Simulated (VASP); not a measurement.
# Ca3F (P4/mmm) in VASP: further runs

Runs on Ca3F. Level: PBE. Tasks: single point.

Program: VASP 6.6.1. These are calculated values, not measurements. Logs are shortened: lines on timing, memory, paths and dates and some standing lists are left out, and cuts for length are marked.

**1. The cell of the first run**

It takes space group P4/mmm (No. 123, tetragonal). The conventional cell has a = 5.972 Å, b = 5.972 Å, c = 3.930 Å, α = 90.00°, β = 90.00°, γ = 90.00°. Ca (site symmetry mmm) has 10 Ca at 3.57 to 4.22 Å and 4 F at 3.57 Å within 4.7 Å. Ca (site symmetry 4/mmm) has 10 Ca at 3.57 to 3.93 Å and 4 F at 4.22 Å within 4.7 Å. F (site symmetry 4/mmm) has 12 Ca at 3.57 to 4.22 Å and 2 F at 3.93 Å within 4.7 Å.

**2. Single point, PBE**

INCAR

```
SYSTEM = Ca3F
  PREC = Accurate
  ENCUT = 520
  EDIFF = 1E-6
  ISMEAR = 0
  SIGMA = 0.1
  LREAL = .False.
  LASPH = .True.
  NELM = 60
  ALGO = Normal
  ISIF = 2
  LWAVE = .False.
  LCHARG = .True.
  GGA = PE
  LELF = .True.
  LVHAR = .True.
  NBANDS = 26
```

KPOINTS

```
regular mesh
0
Gamma
  4 4 4
  0 0 0
```

POSCAR

```
Ca3F
1.0
    5.9722938977      0.0000000000      0.0000000000
    0.0000000000      5.9722938977      0.0000000000
    0.0000000000      0.0000000000      3.9302033689
Ca F
3 1
Direct
    0.0000000000      0.5000000000      0.5000000000
    0.5000000000      0.0000000000      0.5000000000
    0.5000000000      0.5000000000      0.0000000000
    0.0000000000      0.0000000000      0.0000000000
```

Potentials or basis: VASP PAW PBE potentials, release 64 (Ca_sv, F).

Command:

```bash
cat potpaw_PBE.64/Ca_sv/POTCAR potpaw_PBE.64/F/POTCAR > POTCAR
mpirun -np 1 vasp_std > vasp.out
```

OUTCAR:

```text
SYSTEM = Ca3F
   PREC = Accurate
   ENCUT = 520
   EDIFF = 1E-6
   ISMEAR = 0
   LREAL = .False.
   LASPH = .True.
   NELM = 60
   ISIF = 2
   GGA = PE

 ion  position               nearest neighbor table
   1  0.000  0.500  0.500-
   2  0.500  0.000  0.500-
   3  0.500  0.500  0.000-
   4  0.000  0.000  0.000-

  LATTYP: Found a simple tetragonal cell.
 ALAT       =     5.9722938977
 C/A-ratio  =     0.6580726663

  Lattice vectors:

 A1 = (   5.9722938977,   0.0000000000,   0.0000000000)
 A2 = (   0.0000000000,   5.9722938977,   0.0000000000)
 A3 = (   0.0000000000,   0.0000000000,   3.9302033689)

Analysis of symmetry for initial positions (statically):
=====================================================================
 Subroutine PRICEL returns:
 Original cell was already a primitive cell.

 Routine SETGRP: Setting up the symmetry group for a
 simple tetragonal supercell.

 Subroutine GETGRP returns: Found 16 space group operations
 (whereof 16 operations were pure point group operations)
 out of a pool of 16 trial point group operations.

The static configuration has the point symmetry D_4h.

Analysis of symmetry for dynamics (positions and initial velocities):
=====================================================================
 Subroutine PRICEL returns:
 Original cell was already a primitive cell.

 Routine SETGRP: Setting up the symmetry group for a
 simple tetragonal supercell.

 Subroutine GETGRP returns: Found 16 space group operations
 (whereof 16 operations were pure point group operations)
 out of a pool of 16 trial point group operations.

The dynamic configuration has the point symmetry D_4h.

 Subroutine INISYM returns: Found 16 space group operations
 (whereof 16 operations are pure point group operations),
 and found     1 'primitive' translations

----------------------------------------------------------------------------------------

                                     Primitive cell

  volume of cell :     140.1837

  direct lattice vectors                    reciprocal lattice vectors
     5.972293898  0.000000000  0.000000000     0.167439851  0.000000000  0.000000000
     0.000000000  5.972293898  0.000000000     0.000000000  0.167439851  0.000000000
     0.000000000  0.000000000  3.930203369     0.000000000  0.000000000  0.254439760

  length of vectors
     5.972293898  5.972293898  3.930203369     0.167439851  0.167439851  0.254439760

  position of ions in fractional coordinates (direct lattice)
     0.000000000  0.500000000  0.500000000
     0.500000000  0.000000000  0.500000000
     0.500000000  0.500000000  0.000000000
     0.000000000  0.000000000  0.000000000

  ion indices of the primitive-cell ions
   primitive index   ion index
                 1           1
                 2           2
                 3           3
                 4           4

----------------------------------------------------------------------------------------

 KPOINTS: regular mesh

Automatic generation of k-mesh.
 Grid dimensions read from file:
 generate k-points for:    4    4    4

 Generating k-lattice:

  Cartesian coordinates                     Fractional coordinates (reciprocal lattice)
     0.041859963  0.000000000  0.000000000     0.250000000  0.000000000  0.000000000
     0.000000000  0.041859963  0.000000000     0.000000000  0.250000000  0.000000000
     0.000000000  0.000000000  0.063609940     0.000000000  0.000000000  0.250000000

  Length of vectors
     0.041859963  0.041859963  0.063609940

  Shift w.r.t. Gamma in fractional coordinates (k-lattice)
     0.000000000  0.000000000  0.000000000

 Subroutine IBZKPT returns following result:
 ===========================================

 Found     18 irreducible k-points:

 Following reciprocal coordinates:
            Coordinates               Weight
  0.000000  0.000000  0.000000      1.000000
  0.250000  0.000000  0.000000      4.000000
  0.500000  0.000000  0.000000      2.000000
  0.250000  0.250000  0.000000      4.000000
  0.500000  0.250000  0.000000      4.000000
  0.500000  0.500000  0.000000      1.000000
[... 10 lines left out ...]
  0.500000  0.250000  0.500000      4.000000
  0.500000  0.500000  0.500000      1.000000
   k-points           NKPTS =     18   k-points in BZ     NKDIM =     18   number of bands    NBANDS=     26
   number of dos      NEDOS =    301   number of ions     NIONS =      4
   total plane-waves  NPLWV =  69120
   dimension x,y,z NGX =    48 NGY =   48 NGZ =   30
   dimension x,y,z NGXF=    96 NGYF=   96 NGZF=   60
   ions per type =               3   1
   NGX,Y,Z   is equivalent  to a cutoff of  13.36, 13.36, 12.69 a.u.
   NGXF,Y,Z  is equivalent  to a cutoff of  26.72, 26.72, 25.38 a.u.
 SYSTEM =  Ca3F
   PREC   = accura    normal or accurate (medium, high low for compatibility)
   ISTART =      0    job   : 0-new  1-cont  2-samecut
   ICHARG =      2    charge: 1-file 2-atom 10-const
   ISPIN  =      1    spin polarized calculation?
   LNONCOLLINEAR =      F non collinear calculations
   LSORBIT =      F    spin-orbit coupling
   LASPH  =      T    aspherical Exc in radial PAW
   ENCUT  =  520.0 eV  38.22 Ry    6.18 a.u.  11.10 11.10  7.31*2*pi/ulx,y,z
   NELM   =     60;   NELMIN=  2; NELMDL= -5     # of ELM steps
   EDIFF  = 0.1E-05   stopping-criterion for ELM
   LREAL  =      F    real-space projection
   EDIFFG = 0.1E-04   stopping-criterion for IOM
   NSW    =      0    number of steps for IOM
   IBRION =     -1    ionic relax: 0-MD 1-quasi-New 2-CG
   NFREE  =      0    steps in history (QN), initial steepest desc. (CG)
   ISIF   =      2    stress and relaxation
   ISYM   =      2    0-nonsym 1-usesym 2-fastsym
   POTIM  = 0.5000    time-step for ionic-motion
   TEBEG  =    0.0;   TEEND  =   0.0 temperature during run
   PSTRESS=    0.0 pullay stress
   NELECT =      37.0000    total number of electrons
   NUPDOWN=      -1.0000    fix difference up-down
   EMIN   =  10.00;   EMAX   =-10.00  energy-range for DOS
   EFERMI =   0.00;   METHOD = LEGACY
   ISMEAR =     0;   SIGMA  =   0.10  broadening in eV -4-tet -1-fermi 0-gaus
   EFERMI_NEDOS =   21; number of points for ismear=-14 and -15
   IALGO  =     38    algorithm
   IMIX   =      4    mixing-type and parameters
     AMIX     =   0.40;   BMIX     =  1.00
     AMIX_MAG =   1.60;   BMIX_MAG =  1.00
  volume/ion in A,a.u.               =      35.05       236.50
  Fermi-wavevector in a.u.,A,eV,Ry     =   1.050130  1.984457 15.004130  1.102772
  Thomas-Fermi vector in A             =   2.185120
   LORBIT       =      0    0 simple, 1 ext, 2 COOP (PROOUT), +10 PAW based schemes
   GGA     = PE    functional components
   LHFCALC =     F    Hartree Fock is set to
   AEXX    =    0.0000 exact exchange contribution
   IVDW    =     0    specifies the selected vdW correction
   LEPSILON=     F    determine dielectric tensor
   LRPA    =     F    only Hartree local field effects (RPA)
 non-spin polarized calculation
 Gauss-broadening in eV      SIGMA  =   0.10
  energy-cutoff  :      520.00
  volume of cell :      140.18
 maximum number of plane-waves:      3815
 NGX is ok and might be reduce to    48
   NGX = 23   NGY = 23   NGZ = 15

 number of electron      36.9999989 magnetization

 Free energy of the ion-electron system (eV)
  ---------------------------------------------------
  ext. energy  EPLUGINS =         0.00000000
  ---------------------------------------------------
  free energy    TOTEN  =        -9.93891291 eV

  energy without entropy =       -9.92325443  energy(sigma->0) =       -9.93108367

 E-fermi :   1.5783     XC(G=0):  -7.6191

 val. band max:        1.5709598688   @ k =   0.2500   0.2500   0.2500
 cond. band min:       1.6690627033   @ k =   0.5000   0.0000   0.0000
 fundamental gap:      0.0981028344
 Fermi energy:         1.5783031894

 k-point     1 :       0.0000    0.0000    0.0000
  band No.  band energies     occupation
      1     -40.7595      2.00000
      2     -40.7559      2.00000
      3     -40.1570      2.00000
      4     -21.7641      2.00000
      5     -21.7641      2.00000
      6     -21.7276      2.00000
[... 18 lines left out ...]
     25       3.4280      0.00000
     26       4.1331      0.00000

 k-point     2 :       0.2500    0.0000    0.0000
  band No.  band energies     occupation
      1     -40.7589      2.00000
      2     -40.7563      2.00000
      3     -40.1572      2.00000
      4     -21.7591      2.00000
      5     -21.7573      2.00000
      6     -21.7324      2.00000
[... 18 lines left out ...]
     25       3.6754      0.00000
     26       3.9659      0.00000

 k-point     3 :       0.5000    0.0000    0.0000
  band No.  band energies     occupation
      1     -40.7577      2.00000
      2     -40.7574      2.00000
      3     -40.1574      2.00000
      4     -21.7525      2.00000
      5     -21.7503      2.00000
      6     -21.7411      2.00000
[... 18 lines left out ...]
     25       3.7188      0.00000
     26       4.3811      0.00000

 k-point     4 :       0.2500    0.2500    0.0000
  band No.  band energies     occupation
      1     -40.7585      2.00000
      2     -40.7566      2.00000
      3     -40.1574      2.00000
      4     -21.7630      2.00000
      5     -21.7459      2.00000
      6     -21.7346      2.00000
[... 18 lines left out ...]
     25       3.7830      0.00000
     26       3.9477      0.00000
[... 322 lines left out ...]
      1     -40.7540      2.00000
      2     -40.7525      2.00000
      3     -40.1533      2.00000
      4     -21.7843      2.00000
      5     -21.7806      2.00000
      6     -21.7540      2.00000
[... 18 lines left out ...]
     25       3.6484      0.00000
     26       3.9846      0.00000

 k-point    17 :       0.5000    0.2500    0.5000
  band No.  band energies     occupation
      1     -40.7532      2.00000
      2     -40.7532      2.00000
      3     -40.1533      2.00000
      4     -21.7888      2.00000
      5     -21.7821      2.00000
      6     -21.7552      2.00000
[... 18 lines left out ...]
     25       3.8619      0.00000
     26       4.1138      0.00000

 k-point    18 :       0.5000    0.5000    0.5000
  band No.  band energies     occupation
      1     -40.7532      2.00000
      2     -40.7532      2.00000
      3     -40.1533      2.00000
      4     -21.7885      2.00000
      5     -21.7885      2.00000
      6     -21.7597      2.00000
[... 18 lines left out ...]
     25       3.9724      0.00000
     26       3.9725      0.00000

------------------------ aborting loop because EDIFF is reached ----------------------------------------

  FORCE on cell =-STRESS in cart. coord.  units (eV):
  Direction    XX          YY          ZZ          XY          YZ          ZX
  --------------------------------------------------------------------------------------
  -------------------------------------------------------------------------------------
  Total        0.0544472      0.0544472     -0.0864689      0.0000000      0.0000000     -0.0000000
  in kB        0.6222837      0.6222837     -0.9882646      0.0000000      0.0000000     -0.0000000
  external PRESSURE =       0.0854343 kB  Pullay stress =       0.0000000 kB

 VOLUME and BASIS-vectors are now :
 -----------------------------------------------------------------------------
  energy-cutoff  :      520.00
  volume of cell :      140.18
      direct lattice vectors                 reciprocal lattice vectors
     5.972293898  0.000000000  0.000000000     0.167439851  0.000000000  0.000000000
     0.000000000  5.972293898  0.000000000     0.000000000  0.167439851  0.000000000
     0.000000000  0.000000000  3.930203369     0.000000000  0.000000000  0.254439760

 POSITION                                       TOTAL-FORCE (eV/Angst)
 -----------------------------------------------------------------------------------
      0.00000      2.98615      1.96510         0.000000      0.000000      0.000000
      2.98615      0.00000      1.96510         0.000000      0.000000      0.000000
      2.98615      2.98615      0.00000         0.000000      0.000000      0.000000
      0.00000      0.00000      0.00000         0.000000      0.000000      0.000000
 -----------------------------------------------------------------------------------
    total drift:                                0.000000      0.000000     -0.000000

  FREE ENERGIE OF THE ION-ELECTRON SYSTEM (eV)
  ---------------------------------------------------
  free  energy   TOTEN  =        -9.9389129127 eV

  energy  without entropy=       -9.9232544319  energy(sigma->0) =       -9.93108367
```

Wall time 30 s (1 thread of Intel Xeon 6975P-C (Granite Rapids), shared host); peak memory 0.26 GiB.

Results:

```yaml
Free_energy: -9.9389 eV
Pressure: 0.0 GPa
Band_gap_on_the_k_mesh: zero (an odd number of electrons rules out a gap without spin polarisation)
```

Levels at points of the mesh, in eV from the Fermi level:
```tsv
k point	band 16	band 17	band 18	band 19	band 20	band 21	band 22	band 23
(0.00, 0.00, 0.00)	-3.22	-2.87	-0.56	-0.11	0.44	1.16	1.16	1.44
(0.50, 0.00, 0.00)	-2.88	-2.31	-1.61	0.09	0.60	0.91	1.40	1.79
(0.50, 0.50, 0.00)	-2.89	-1.96	-0.99	-0.99	0.50	1.30	1.30	1.93
(0.00, 0.00, 0.50)	-3.17	-1.15	-0.73	0.93	0.93	0.95	0.95	1.22
(0.50, 0.00, 0.50)	-3.16	-0.64	-0.39	-0.19	0.62	0.66	1.03	1.13
(0.50, 0.50, 0.50)	-3.16	-0.64	-0.46	-0.46	0.33	0.71	0.96	1.49
```

Caveat: the k points lie up to 0.40 Å⁻¹ apart, too coarse for converged energies and pressures of a metal; an odd number of electrons without spin polarisation forces a metal; a magnetic or distorted state may lie lower.

**3. Single point, PBE**

This run uses another cell than the first one, of 34.82 Å³/atom.

INCAR

```
  PREC = Accurate
  ENCUT = 520
  EDIFF = 1E-7
  ISMEAR = 0
  SIGMA = 0.1
  LREAL = F
  LASPH = T
  NELM = 80
  ALGO = Normal
  ISIF = 2
  LWAVE = F
  LCHARG = T
  GGA = PE
  LELF = T
  LVHAR = T
  NBANDS = 26
```

KPOINTS

```
regular mesh
0
Gamma
  8 8 12
```

POSCAR

```
Ca3F
1.0
    5.9620670200      0.0000000000      0.0000000000
    0.0000000000      5.9620670200      0.0000000000
    0.0000000000      0.0000000000      3.9184003718
Ca F
3 1
Direct
    0.0000000000      0.5000000000      0.5000000000
    0.5000000000      0.0000000000      0.5000000000
    0.5000000000      0.5000000000      0.0000000000
    0.0000000000      0.0000000000      0.0000000000
```

Potentials or basis: VASP PAW PBE potentials, release 64 (Ca_sv, F).

Command:

```bash
cat potpaw_PBE.64/Ca_sv/POTCAR potpaw_PBE.64/F/POTCAR > POTCAR
mpirun -np 1 vasp_std > vasp.out
```

OUTCAR:

```text
PREC = Accurate
   ENCUT = 520
   EDIFF = 1E-7
   ISMEAR = 0
   LREAL = F
   LASPH = T
   NELM = 80
   ISIF = 2
   GGA = PE

 ion  position               nearest neighbor table
   1  0.000  0.500  0.500-
   2  0.500  0.000  0.500-
   3  0.500  0.500  0.000-
   4  0.000  0.000  0.000-

  LATTYP: Found a simple tetragonal cell.
[... 894 lines left out ...]

  FORCE on cell =-STRESS in cart. coord.  units (eV):
  Direction    XX          YY          ZZ          XY          YZ          ZX
  --------------------------------------------------------------------------------------
  -------------------------------------------------------------------------------------
  Total       -0.0387496     -0.0387496     -0.0350196      0.0000000     -0.0000000      0.0000000
  in kB       -0.4457337     -0.4457337     -0.4028281      0.0000000     -0.0000000      0.0000000
  external PRESSURE =      -0.4314319 kB  Pullay stress =       0.0000000 kB

 VOLUME and BASIS-vectors are now :
 -----------------------------------------------------------------------------
  energy-cutoff  :      520.00
  volume of cell :      139.28
      direct lattice vectors                 reciprocal lattice vectors
     5.962067020  0.000000000  0.000000000     0.167727065  0.000000000  0.000000000
     0.000000000  5.962067020  0.000000000     0.000000000  0.167727065  0.000000000
     0.000000000  0.000000000  3.918400372     0.000000000  0.000000000  0.255206182

 POSITION                                       TOTAL-FORCE (eV/Angst)
 -----------------------------------------------------------------------------------
      0.00000      2.98103      1.95920         0.000000      0.000000      0.000000
      2.98103      0.00000      1.95920         0.000000      0.000000      0.000000
      2.98103      2.98103      0.00000         0.000000      0.000000      0.000000
      0.00000      0.00000      0.00000         0.000000      0.000000      0.000000
 -----------------------------------------------------------------------------------
    total drift:                                0.000000      0.000000     -0.000000

  FREE ENERGIE OF THE ION-ELECTRON SYSTEM (eV)
  ---------------------------------------------------
  free  energy   TOTEN  =        -9.9160611499 eV

  energy  without entropy=       -9.8999021401  energy(sigma->0) =       -9.90798165
```

OSZICAR:

```text
N       E                     dE             d eps       ncg     rms          rms(c)
DAV:   1     0.342813173853E+03    0.34281E+03   -0.17586E+04  5508   0.127E+03
DAV:   2     0.180247091648E+02   -0.32479E+03   -0.31873E+03  5988   0.379E+02
DAV:   3    -0.965341979612E+01   -0.27678E+02   -0.27283E+02  9584   0.808E+01
DAV:   4    -0.113818313116E+02   -0.17284E+01   -0.17209E+01  7304   0.186E+01
DAV:   5    -0.114606210893E+02   -0.78790E-01   -0.78737E-01  8172   0.400E+00    0.725E+00
DAV:   6    -0.100286447645E+02    0.14320E+01   -0.74496E+00  6814   0.104E+01    0.388E+00
DAV:   7    -0.994510878733E+01    0.83536E-01   -0.66084E-01  6752   0.398E+00    0.167E+00
DAV:   8    -0.991287324881E+01    0.32236E-01   -0.12930E-01  8008   0.196E+00    0.468E-01
DAV:   9    -0.991512950046E+01   -0.22563E-02   -0.31262E-02  7814   0.882E-01    0.203E-01
DAV:  10    -0.991582345711E+01   -0.69396E-03   -0.26124E-03  8902   0.240E-01    0.791E-02
DAV:  11    -0.991605666011E+01   -0.23320E-03   -0.73231E-04  7176   0.149E-01    0.392E-02
DAV:  12    -0.991605944367E+01   -0.27836E-05   -0.11125E-04  7462   0.552E-02    0.864E-03
DAV:  13    -0.991606391046E+01   -0.44668E-05   -0.27788E-05  7782   0.279E-02    0.127E-02
DAV:  14    -0.991606149220E+01    0.24183E-05   -0.19561E-05  8020   0.189E-02    0.337E-03
DAV:  15    -0.991606095922E+01    0.53298E-06   -0.23313E-06  5708   0.778E-03    0.121E-03
DAV:  16    -0.991606110645E+01   -0.14723E-06   -0.14710E-07  4886   0.198E-03    0.538E-04
DAV:  17    -0.991606114989E+01   -0.43440E-07   -0.15881E-07  4470   0.151E-03
   1 F= -.99160611E+01 E0= -.99079816E+01  d E =-.161590E-01
```

Run time: 2.8 min. Hardware: 1 thread of Intel Xeon 6975P-C (Granite Rapids), shared host; peak memory 0.45 GiB.

What came out:

```yaml
Free_energy: -9.9161 eV
Pressure: 0.0 GPa
Band_gap_on_the_k_mesh: zero (an odd number of electrons rules out a gap without spin polarisation)
```

Caveat: an odd number of electrons without spin polarisation forces a metal; a magnetic or distorted state may lie lower.
